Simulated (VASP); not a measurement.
# SnO2 in VASP: a series of runs

Aim: see how the results for SnO2 move with the level of theory and the settings. Levels: PBEsol+D4, PBE, PBEsol, r2SCAN. Tasks: single point.

All numbers are computed with VASP 6.6.1; they aren't measurements. Logs are shortened: lines on timing, memory, paths and dates and some standing lists are left out, and cuts for length are marked.

### Step 1. The cell of the first run

The structure is tetragonal, space group P4_2/mnm (No. 136). The conventional cell has a = 4.750 Å, b = 4.750 Å, c = 3.206 Å, α = 90.00°, β = 90.00°, γ = 90.00°. Within 2.7 Å of Sn (site symmetry mmm) lie 6 O at 2.06 to 2.07 Å. O (site symmetry m2m) has 3 Sn at 2.06 to 2.07 Å and 1 O at 2.60 Å within 2.7 Å.

### Step 2. Single point, PBEsol+D4

INCAR reads:

```
SYSTEM = SnO2
  PREC = Accurate
  ENCUT = 520
  EDIFF = 1E-6
  ISMEAR = -1
  SIGMA = 0.05
  LREAL = .FALSE.
  LASPH = .TRUE.
  NELM = 80
  ALGO = Normal
  ISIF = 2
  LWAVE = .FALSE.
  LCHARG = .TRUE.
  GGA = PS
  IVDW = 13
  LELF = .TRUE.
  LVHAR = .TRUE.
  NBANDS = 64
```

KPOINTS reads:

```
regular mesh
0
G
  6 6 6
  0 0 0
```

POSCAR reads:

```
SnO2
1.0
   -3.2058675378      3.3584650221      3.3584663058
    3.2058675378     -3.3584650221      3.3584663058
    3.2058675378      3.3584650221     -3.3584663058
Sn O
4 8
Direct
    0.5000000000      0.0000000000      0.0000000000
    0.5000000000      0.5000000000      0.5000000000
    0.0000003927      0.7500003927      0.2500000000
    0.9999996073      0.2499996073      0.7500000000
    0.8061137092      0.8061144631      0.5000007538
    0.8061137092      0.3061129554     -0.0000007538
    0.3061157779      0.2500019284      0.0561138495
    0.6938880790      0.2500019284      0.4438861505
    0.3061119210      0.7499980716      0.5561138495
    0.1938862908      0.6938870446      1.0000007538
    0.6938842221      0.7499980716      0.9438861505
    0.1938862908      0.1938855369      0.4999992462
```

Potentials or basis: VASP PAW PBE potentials, release 64 (Sn_d, O).

The run is started by

```
> cat potpaw_PBE.64/Sn_d/POTCAR potpaw_PBE.64/O/POTCAR > POTCAR
> mpirun -np 1 vasp_std > vasp.out
```

OUTCAR:

```text
SYSTEM = SnO2
   PREC = Accurate
   ENCUT = 520
   EDIFF = 1E-6
   ISMEAR = -1
   LREAL = .FALSE.
   LASPH = .TRUE.
   NELM = 80
   ISIF = 2
   GGA = PS
   IVDW = 13

 ion  position               nearest neighbor table
   1  0.500  0.000  0.000-   6 2.06  10 2.06   9 2.07   8 2.07   7 2.07  11 2.07   2 3.21   2 3.21
                             4 3.72   3 3.72   3 3.72   3 3.72   4 3.72   4 3.72   3 3.72   4 3.72
   2  0.500  0.500  0.500-   5 2.06  12 2.06  11 2.07   7 2.07   8 2.07   9 2.07   1 3.21   1 3.21
                             3 3.72   4 3.72   4 3.72   3 3.72   3 3.72   4 3.72   4 3.72   3 3.72
   3  0.000  0.750  0.250-   9 2.06  11 2.06  12 2.07  10 2.07   6 2.07   5 2.07   4 3.21   4 3.21
                             2 3.72   1 3.72   1 3.72   2 3.72   1 3.72   2 3.72   2 3.72   1 3.72
   4  1.000  0.250  0.750-   8 2.06   7 2.06   5 2.07   6 2.07  10 2.07  12 2.07   3 3.21   3 3.21
                             1 3.72   2 3.72   2 3.72   1 3.72   2 3.72   1 3.72   2 3.72   1 3.72
   5  0.806  0.806  0.500-   2 2.06   4 2.07   3 2.07
   6  0.806  0.306  1.000-   1 2.06   4 2.07   3 2.07
   7  0.306  0.250  0.056-   4 2.06   2 2.07   1 2.07
   8  0.694  0.250  0.444-   4 2.06   1 2.07   2 2.07
   9  0.306  0.750  0.556-   3 2.06   1 2.07   2 2.07
  10  0.194  0.694  0.000-   1 2.06   3 2.07   4 2.07
  11  0.694  0.750  0.944-   3 2.06   2 2.07   1 2.07
  12  0.194  0.194  0.500-   2 2.06   3 2.07   4 2.07

  LATTYP: Found a body centered tetragonal cell.
 ALAT       =     6.7169300442
 C/A-ratio  =     0.9545633248

  Lattice vectors:

 A1 = (  -3.2058675378,   3.3584650221,  -3.3584663058)
 A2 = (  -3.2058675378,  -3.3584650221,   3.3584663058)
 A3 = (   3.2058675378,   3.3584650221,   3.3584663058)

Analysis of symmetry for initial positions (statically):
=====================================================================
 Subroutine PRICEL returns following result:

  LATTYP: Found a simple tetragonal cell.
 ALAT       =     4.7495914211
 C/A-ratio  =     0.6749775409

  Lattice vectors:

 A1 = (   0.0000000000,  -3.3584650221,  -3.3584715813)
 A2 = (   0.0000000000,   3.3584650221,  -3.3584715813)
 A3 = (   3.2058675378,   0.0000000000,   0.0000052755)

   2 primitive cells build up your supercell.

 Routine SETGRP: Setting up the symmetry group for a
 body centered tetragonal supercell.

 Subroutine GETGRP returns: Found 16 space group operations
 (whereof  4 operations were pure point group operations)
 out of a pool of 16 trial point group operations.

The static configuration has the point symmetry C_2h.
[... 146 lines left out ...]
   NUPDOWN=      -1.0000    fix difference up-down
   EMIN   =  10.00;   EMAX   =-10.00  energy-range for DOS
   EFERMI =   0.00;   METHOD = LEGACY
   ISMEAR =    -1;   SIGMA  =   0.05  broadening in eV -4-tet -1-fermi 0-gaus
   EFERMI_NEDOS =   21; number of points for ismear=-14 and -15
   IALGO  =     38    algorithm
   IMIX   =      4    mixing-type and parameters
     AMIX     =   0.40;   BMIX     =  1.00
     AMIX_MAG =   1.60;   BMIX_MAG =  1.00
  volume/ion in A,a.u.               =      12.05        81.34
  Fermi-wavevector in a.u.,A,eV,Ry     =   1.466640  2.771547 29.266573  2.151032
  Thomas-Fermi vector in A             =   2.582353
   LORBIT       =      0    0 simple, 1 ext, 2 COOP (PROOUT), +10 PAW based schemes
   GGA     = PS    functional components
   LHFCALC =     F    Hartree Fock is set to
   AEXX    =    0.0000 exact exchange contribution
   IVDW    =    13    specifies the selected vdW correction
   LEPSILON=     F    determine dielectric tensor
   LRPA    =     F    only Hartree local field effects (RPA)
 non-spin polarized calculation
  energy-cutoff  :      520.00
  volume of cell :      144.64
 maximum number of plane-waves:      3939
 NGX is ok and might be reduce to    48
   NGX = 21   NGY = 21   NGZ = 21

 number of electron     104.0000002 magnetization

 Free energy of the ion-electron system (eV)
  ---------------------------------------------------
  ext. energy  EPLUGINS =         0.00000000
  ---------------------------------------------------
  free energy    TOTEN  =       -79.32344330 eV

  energy without entropy =      -79.32344269  energy(sigma->0) =      -79.32344300

 E-fermi :   6.4227     XC(G=0): -11.4806

 val. band max:        5.8941568839   @ k =   0.0000   0.0000   0.0000
 cond. band min:       6.9123347025   @ k =   0.0000   0.0000   0.0000
 fundamental gap:      1.0181778186
 Fermi energy:         6.4227425437

 k-point     1 :       0.0000    0.0000    0.0000
  band No.  band energies     occupation
      1     -15.1251      2.00000
      2     -14.8652      2.00000
      3     -14.8652      2.00000
      4     -14.4118      2.00000
      5     -14.4118      2.00000
      6     -14.3479      2.00000
[... 1597 lines left out ...]
     63      16.6114      0.00000
     64      17.0399      0.00000

 [... further k-points ...]

------------------------ aborting loop because EDIFF is reached ----------------------------------------

  DFT-D4 for vdW energy calculation

  Edisp (eV):   -1.82660

  FORCE on cell =-STRESS in cart. coord.  units (eV):
  Direction    XX          YY          ZZ          XY          YZ          ZX
  --------------------------------------------------------------------------------------
  -------------------------------------------------------------------------------------
  Total       0.79445     0.49749     0.49749     0.00000     0.00000     0.00000
  in kB       8.80018     5.51067     5.51068     0.00000     0.00000     0.00000
  external pressure =        6.61 kB  Pullay stress =        0.00 kB

 VOLUME and BASIS-vectors are now :
 -----------------------------------------------------------------------------
  energy-cutoff  :      520.00
  volume of cell :      144.64
      direct lattice vectors                 reciprocal lattice vectors
    -3.205867538  3.358465022  3.358466306     0.000000000  0.148877537  0.148877480
     3.205867538 -3.358465022  3.358466306     0.155964023  0.000000000  0.148877480
     3.205867538  3.358465022 -3.358466306     0.155964023  0.148877537  0.000000000

 POSITION                                       TOTAL-FORCE (eV/Angst)
 -----------------------------------------------------------------------------------
     -1.60293      1.67923      1.67923        -0.000000      0.000000      0.000000
      1.60293      1.67923      1.67923         0.000000     -0.000000     -0.000000
      3.20587     -1.67923      1.67924         0.000000      0.000000      0.000000
      0.00000      5.03770      1.67923         0.000000      0.000000     -0.000000
      1.60294      1.67923      3.73538        -0.000000      0.000000     -0.015049
      1.60293      5.03770      0.37691        -0.000000      0.000000     -0.015049
      0.00000      0.37691      1.67925        -0.000000     -0.015049      0.000000
     -0.00000      2.98155      1.67925        -0.000000      0.015049     -0.000000
      3.20587      0.37691      1.67922        -0.000000     -0.015049      0.000000
      1.60294     -1.67923      2.98155         0.000000     -0.000000      0.015049
      3.20587      2.98155      1.67922         0.000000      0.015049     -0.000000
      1.60293      1.67923     -0.37691         0.000000     -0.000000      0.015049
 -----------------------------------------------------------------------------------
    total drift:                               -0.008627     -0.001709      0.006248

  FREE ENERGIE OF THE ION-ELECTRON SYSTEM (eV)
  ---------------------------------------------------
  free  energy   TOTEN  =       -81.1500449165 eV

  energy  without entropy=      -81.1500442995  energy(sigma->0) =      -81.15004461
```

stdout:

```text
POSCAR found type information on POSCAR SnO
 POSCAR found :  2 types and      12 ions
 scaLAPACK will be used
 -----------------------------------------------------------------------------
|                                                                             |
|                                                                             |
|     You enforced a specific xc type in the INCAR file but a different       |
|     I HOPE YOU KNOW WHAT YOU ARE DOING!                                     |
|                                                                             |
 -----------------------------------------------------------------------------

 LDA part: xc-table for (Slater+PW92), standard interpolation
 POSCAR, INCAR and KPOINTS ok, starting setup
 FFT: planning ... GRIDC
 FFT: planning ... GRID_SOFT
 FFT: planning ... GRID
 WAVECAR not read
 entering main loop
```

Wall time 8.9 min (1 thread of AMD EPYC 7R43 (Zen 3), shared host); peak memory 0.39 GiB.

What came out:

* Free energy: -81.1500 eV
* Pressure: 0.7 GPa
* Largest force: 0.015 eV/Å
* Band gap on the k mesh: 1.02 eV
* Dispersion energy per atom: -0.152 eV

Forces on the atoms (eV/Å):
```
Sn   0.000  0.000  0.000
Sn   0.000  0.000  0.000
Sn   0.000  0.000  0.000
Sn   0.000  0.000  0.000
O    0.000  0.000 -0.015
O    0.000  0.000 -0.015
O    0.000 -0.015  0.000
O    0.000  0.015  0.000
O    0.000 -0.015  0.000
O    0.000  0.000  0.015
O    0.000  0.015  0.000
O    0.000  0.000  0.015
```

Caveat: the PAW data sets were made with another functional, which shifts forces and pressure a little; spin-orbit coupling is left out, which moves the levels of the heavy elements.

### Step 3. Single point, PBE

This run uses another cell than the first one, of 12.62 Å³/atom, 1.047 times its volume.

INCAR reads:

```
SYSTEM = SnO2
PREC     = Accurate       ! precision mode
ENCUT    = 520            ! plane-wave cutoff, eV
EDIFF    = 1E-6           ! SCF threshold, eV
ISMEAR   = 0              ! smearing method
SIGMA    = 0.014          ! smearing width, eV
LREAL    = .FALSE.        ! projectors in reciprocal space
LASPH    = .TRUE.         ! aspherical terms in the spheres
NELM     = 80             ! most SCF steps
ALGO     = Normal         ! electronic algorithm
ISIF     = 2              ! what is computed and relaxed
LWAVE    = .FALSE.        ! write WAVECAR
LCHARG   = .TRUE.         ! write CHGCAR
GGA      = PE             ! functional
LELF     = .TRUE.         ! ELF
LVHAR    = .TRUE.       
NBANDS   = 64             ! bands
```

KPOINTS is that of step 2.

POSCAR reads:

```
SnO2
1.0
   -3.2488970000      3.4144700000      3.4140210000
    3.2488970000     -3.4144700000      3.4140210000
    3.2488970000      3.4144700000     -3.4140210000
Sn O
4 8
Direct
    0.5000000000      0.0000000000      0.0000000000
    0.5000000000      0.5000000000      0.5000000000
    0.0035990000      0.7535990000      0.2500000000
    0.9964010000      0.2464010000      0.7500000000
    0.8064960000      0.8037740000      0.4972780000
    0.8064960000      0.3092180000      0.0027220000
    0.3024350000      0.2459400000      0.0564950000
    0.6894450000      0.2459400000      0.4435050000
    0.3105550000      0.7540600000      0.5564950000
    0.1935040000      0.6907820000      0.9972780000
    0.6975650000      0.7540600000      0.9435050000
    0.1935040000      0.1962260000      0.5027220000
```

Potentials or basis: VASP PAW PBE potentials, release 64 (Sn_d, O).

The run is started by

```
> cat potpaw_PBE.64/Sn_d/POTCAR potpaw_PBE.64/O/POTCAR > POTCAR
> mpirun -np 1 vasp_std > vasp.out
```

It took 17 min on 1 thread of AMD EPYC 7R13, shared host; peak memory 0.48 GiB.

The run converged. Its results:

* Free energy: -74.6194 eV
* Pressure: -0.2 GPa
* Largest force: 0.058 eV/Å
* Band gap on the k mesh: 0.62 eV

Forces in eV/Å, atoms in the order of the input:
```
Sn   0.000  0.000  0.000
Sn   0.000  0.000  0.000
Sn   0.000  0.000 -0.058
Sn   0.000  0.000  0.058
O    0.032  0.000  0.016
O   -0.032  0.000  0.016
O    0.000  0.016  0.032
O    0.000 -0.016  0.032
O    0.000  0.016 -0.032
O    0.032  0.000 -0.016
O    0.000 -0.016 -0.032
O   -0.032  0.000 -0.016
```

Stress tensor (GPa, compression positive):
```
-0.58  0.00  0.00
 0.00 -0.05  0.00
 0.00  0.00 -0.03
```

Levels at points of the mesh, in eV from the valence-band top:
```
           k point  band 49  band 50  band 51  band 52  band 53  band 54  band 55  band 56
(0.00, 0.00, 0.00)    -0.77    -0.73    -0.72     0.00     0.62     4.30     4.31     5.63
(0.50, 0.00, 0.00)    -0.75    -0.74    -0.60    -0.59     3.84     3.84     5.79     5.80
(0.00, 0.50, 0.00)    -0.81    -0.80    -0.50    -0.47     3.96     3.96     5.54     5.56
(0.50, 0.50, 0.00)    -0.80    -0.80    -0.48    -0.48     3.96     3.96     5.55     5.55
(0.50, 0.50, 0.50)    -1.17    -1.17    -0.84    -0.84     4.22     4.22     5.53     5.53
```

Caveat: spin-orbit coupling is left out, which moves the levels of the heavy elements.

### Step 4. Single point, PBEsol

This run uses another cell than the first one, of 12.18 Å³/atom, 1.010 times its volume.

INCAR reads:

```
SYSTEM = SnO2
PREC = Accurate
ENCUT = 520
EDIFF = 1E-6
ISMEAR = -1
SIGMA = 0.05
LREAL = .FALSE.
LASPH = .TRUE.
NELM = 100
ALGO = Normal
ISIF = 2
LWAVE = .FALSE.
LCHARG = .TRUE.
GGA = PS
LELF = .TRUE.
LVHAR = .TRUE.
NBANDS = 64
```

KPOINTS reads:

```
Automatic mesh
0
G
  6 6 6
  0 0 0
```

POSCAR reads:

```
SnO2
1.0
   -3.2119638881      3.3724131430      3.3724072325
    3.2119638881     -3.3724131430      3.3724072325
    3.2119638881      3.3724131430     -3.3724072325
Sn O
4 8
Direct
    0.5000000000      0.0000000000      0.0000000000
    0.5000000000      0.5000000000      0.5000000000
   -0.0000000052      0.7499999948      0.2500000000
    1.0000000052      0.2500000052      0.7500000000
    0.8062773069      0.8062774170      0.5000001102
    0.8062773069      0.3062771967     -0.0000001102
    0.3062779403      0.2500003639      0.0562775763
    0.6937227876      0.2500003639      0.4437224237
    0.3062772124      0.7499996361      0.5562775763
    0.1937226931      0.6937228033      1.0000001102
    0.6937220597      0.7499996361      0.9437224237
    0.1937226931      0.1937225830      0.4999998898
```

The run is started by

```
> cat potpaw_PBE.64/Sn_d/POTCAR potpaw_PBE.64/O/POTCAR > POTCAR
> mpirun -np 1 vasp_std > vasp.out
```

It took 6.7 min on 1 thread of Intel Xeon Platinum 8259CL at 2.50GHz (Skylake/Cascade Lake), shared host; peak memory 0.42 GiB.

The run converged. Its results:

- Free energy: -79.3401 eV
- Pressure: 0.6 GPa
- Largest force: 0.015 eV/Å
- Band gap on the k mesh: 0.91 eV

Forces on the atoms (eV/Å):
```
Sn   0.000  0.000  0.000
Sn   0.000  0.000  0.000
Sn   0.000  0.000  0.000
Sn   0.000  0.000  0.000
O    0.000  0.000 -0.015
O    0.000  0.000 -0.015
O    0.000 -0.015  0.000
O    0.000  0.015  0.000
O    0.000 -0.015  0.000
O    0.000  0.000  0.015
O    0.000  0.015  0.000
O    0.000  0.000  0.015
```

Stress tensor (GPa, compression positive):
```
0.86 0.00 0.00
0.00 0.53 0.00
0.00 0.00 0.53
```

Levels at points of the mesh, in eV from the valence-band top:
```tsv
k point	band 49	band 50	band 51	band 52	band 53	band 54	band 55	band 56
(0.00, 0.00, 0.00)	-0.82	-0.78	-0.78	0.00	0.91	4.55	4.55	5.85
(0.50, 0.00, 0.00)	-0.73	-0.73	-0.63	-0.63	4.13	4.13	6.14	6.14
(0.00, 0.50, 0.00)	-0.85	-0.85	-0.51	-0.51	4.27	4.27	5.88	5.88
(0.50, 0.50, 0.50)	-1.25	-1.25	-0.89	-0.89	4.53	4.53	5.87	5.87
```

Caveat: the PAW data sets were made with another functional, which shifts forces and pressure a little; spin-orbit coupling is left out, which moves the levels of the heavy elements.

### Step 5. Single point, r2SCAN

This run uses another cell than the first one, of 12.62 Å³/atom, 1.047 times its volume.

POSCAR reads:

```
SnO2
1.0
   -3.2488970000      3.4144700000      3.4140210000
    3.2488970000     -3.4144700000      3.4140210000
    3.2488970000      3.4144700000     -3.4140210000
Sn O
4 8
Direct
    0.5000000000      0.0000000000      0.0000000000
    0.5000000000      0.5000000000      0.5000000000
    0.0035990000      0.7535990000      0.2500000000
    0.9964010000      0.2464010000      0.7500000000
    0.8064960000      0.8037740000      0.4972780000
    0.8064960000      0.3092180000      0.0027220000
    0.3024350000      0.2459400000      0.0564950000
    0.6894450000      0.2459400000      0.4435050000
    0.3105550000      0.7540600000      0.5564950000
    0.1935040000      0.6907820000      0.9972780000
    0.6975650000      0.7540600000      0.9435050000
    0.1935040000      0.1962260000      0.5027220000
```

INCAR.step1 reads:

```
  PREC = Accurate
  ENCUT = 520
  ISMEAR = -1
  SIGMA = 0.05
  LREAL = False
  LASPH = True
  NELM = 80
  NBANDS = 64
  GGA = PE
  ALGO = Normal
  EDIFF = 1E-4
  LWAVE = True
  LCHARG = False
```

INCAR.step2 reads:

```
  PREC = Accurate
  ENCUT = 520
  EDIFF = 1E-6
  ISMEAR = -1
  SIGMA = 0.05
  LREAL = False
  LASPH = True
  NELM = 80
  ALGO = Normal
  ISIF = 2
  LWAVE = False
  LCHARG = False
  METAGGA = R2SCAN
  LMIXTAU = True
  NBANDS = 64
  ISTART = 1
```

KPOINTS reads:

```
Automatic mesh
0
Gamma
  5 5 5
```

The run is started by

```
> cat potpaw_PBE.64/Sn_d/POTCAR potpaw_PBE.64/O/POTCAR > POTCAR
> cp INCAR.step1 INCAR
> mpirun -np 1 vasp_std > vasp.out
> cp INCAR.step2 INCAR
> mpirun -np 1 vasp_std > vasp.out
```

It took 18 min on 1 thread of Intel Xeon Platinum 8259CL at 2.50GHz (Skylake/Cascade Lake), shared host; peak memory 0.47 GiB.

Results (log left out):

- Free energy: -169.1295 eV
- Pressure: -7.5 GPa
- Largest force: 0.076 eV/Å
- Band gap on the k mesh: 1.29 eV

Forces on the atoms (eV/Å):
```
Sn   0.000  0.000  0.000
Sn   0.000  0.000  0.000
Sn   0.000  0.000 -0.076
Sn   0.000  0.000  0.076
O    0.041  0.000  0.042
O   -0.041  0.000  0.042
O    0.000  0.042  0.041
O    0.000 -0.042  0.041
O    0.000  0.042 -0.041
O    0.041  0.000 -0.042
O    0.000 -0.042 -0.041
O   -0.041  0.000 -0.042
```

Stress tensor (GPa, compression positive):
```
-8.83  0.00  0.00
 0.00 -6.88  0.00
 0.00  0.00 -6.85
```

Levels at points of the mesh, in eV from the valence-band top:
| k point | band 50 | band 51 | band 52 | band 53 | band 54 | band 55 |
| --- | --- | --- | --- | --- | --- | --- |
| (0.00, 0.00, 0.00) | -0.73 | -0.73 | 0.00 | 1.29 | 5.08 | 5.09 |

Caveat: the PAW data sets were made with another functional, which shifts forces and pressure a little; spin-orbit coupling is left out, which moves the levels of the heavy elements. r2SCAN opens gaps a little over a GGA but as a rule still falls short of measured ones.

### Step 6. Overview

```csv
level,cell,k mesh,smearing,gap on the mesh (eV),pressure (GPa),largest force (eV/Å)
PBEsol+D4,"a = 5.730 Å, angles 112.0, 108.2, 108.2°, 12 atoms",6 × 6 × 6,fermi-dirac 0.05 eV,1.02,0.7,0.02
PBE,"a = 5.820 Å, angles 112.1, 108.2, 108.2°, 12 atoms",6 × 6 × 6,gaussian 0.014 eV,0.62,-0.2,0.06
PBEsol,"a = 5.750 Å, angles 112.1, 108.2, 108.2°, 12 atoms",6 × 6 × 6,fermi-dirac 0.05 eV,0.91,0.6,0.02
r2SCAN,"a = 5.820 Å, angles 112.1, 108.2, 108.2°, 12 atoms",5 × 5 × 5,fermi-dirac 0.05 eV,1.29,-7.5,0.08
```

Alike in all rows: task single point; potentials or basis VASP PAW PBE potentials, release 64 (Sn_d, O); no spin polarisation; cutoff (eV) 520.

Caveats: spin-orbit coupling is left out, which moves the levels of the heavy elements; the PAW data sets were made with another functional, which shifts forces and pressure a little (some runs).

Total energies depend on the potentials used, so only differences within one code and one set of settings carry meaning.
